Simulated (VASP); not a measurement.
A run of VASP 6.6.1 is set up as follows.

Contents of POSCAR:

```
Ti2Cl
1.0
    4.7210870000      0.0000000000      0.0000000000
   -2.3605430000      4.0885850000      0.0000000000
    0.0000000000      0.0000000000      5.7834080000
Ti Cl
4 2
Direct
    0.3333000000      0.6667000000      0.7500000000
    0.6666000000      0.3333000000      0.2500000000
    0.0000000000      0.0000000000      0.0000000000
    0.0000000000      0.0000000000      0.5000000000
    0.3333000000      0.6667000000      0.2500000000
    0.6666000000      0.3333000000      0.7500000000
```

The input INCAR.step1:

```
SYSTEM = Ti2Cl
ALGO = Normal ; EDIFF = 1E-4
ENCUT = 520 ; GGA = PE
ISMEAR = -1 ; LASPH = .True.
LCHARG = .False. ; LREAL = .False.
LWAVE = .True. ; NBANDS = 40
NELM = 80 ; PREC = Accurate
SIGMA = 0.019
```

INCAR.step2

```
SYSTEM = Ti2Cl
ALGO = Normal ; EDIFF = 1E-6
ENCUT = 520 ; ISIF = 2
ISMEAR = -1 ; ISTART = 1
LASPH = .True. ; LCHARG = .True.
LELF = .True. ; LMIXTAU = .True.
LREAL = .False. ; LVHAR = .True.
LWAVE = .False. ; METAGGA = R2SCAN
NBANDS = 40 ; NELM = 80
PREC = Accurate ; SIGMA = 0.019
```

Contents of KPOINTS:

```
k-points
0
Gamma
  8 8 6
  0 0 0
```

Potentials or basis: VASP PAW PBE potentials, release 64 (Ti_sv, Cl).

The run is started by

```sh
$ cat potpaw_PBE.64/Ti_sv/POTCAR potpaw_PBE.64/Cl/POTCAR > POTCAR
$ cp INCAR.step1 INCAR
$ mpirun -np 1 vasp_std > vasp.out
$ cp INCAR.step2 INCAR
$ mpirun -np 1 vasp_std > vasp.out
```

Task: Predict the band gap on the k mesh.

Result: Zero (bands 31 and 32 overlap by 0.73 eV).

Task: Predict the pressure.

Result: -8.0 GPa.

Stress tensor (GPa, compression positive):
```
 -6.67   0.00   0.00
  0.00  -6.66   0.00
  0.00   0.00 -10.72
```

Caveat: the cell stands under tension; the PAW data sets were made with another functional, which shifts forces and pressure a little.
